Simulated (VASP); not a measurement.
Runs of VASP 6.6.1 on SrO. The structure is that of space group Pmm2 (No. 25), or close to it. The cells are those of the table. 

```tsv
cell	k mesh	gap on the mesh (eV)	moment (μB)	largest force (eV/Å)
a = 9.000, b = 9.300, c = 4.675 Å, 2 atoms	1 × 1 × 14	0.84	0.00	(c)
a = 10.100, b = 9.300, c = 4.303 Å, 2 atoms	1 × 1 × 15	(a)	0.00	0.09
a = 11.100, b = 9.300, c = 4.328 Å, 2 atoms	1 × 1 × 26	0.98	0.00	0.09
a = 10.100, b = 9.300, c = 4.208 Å, 2 atoms	1 × 1 × 15	0.82	0.00	1.64
a = 11.100, b = 9.300, c = 2.478 Å, 2 atoms	1 × 1 × 26	0.35	0.00	(b)
```

Alike in all rows: task single point; level PBE; potentials or basis VASP PAW PBE potentials, release 64 (Sr_sv, O); spin collinear, ferromagnetic start; cutoff (eV) 520; smearing gaussian 0.05 eV.

**Question.** Fill in the values left out.

**Answer.** (a) 1.04; (b) 3.36; (c) 0.92.

A k mesh can miss the band edges, and the runs leave out spin-orbit coupling on Sr.
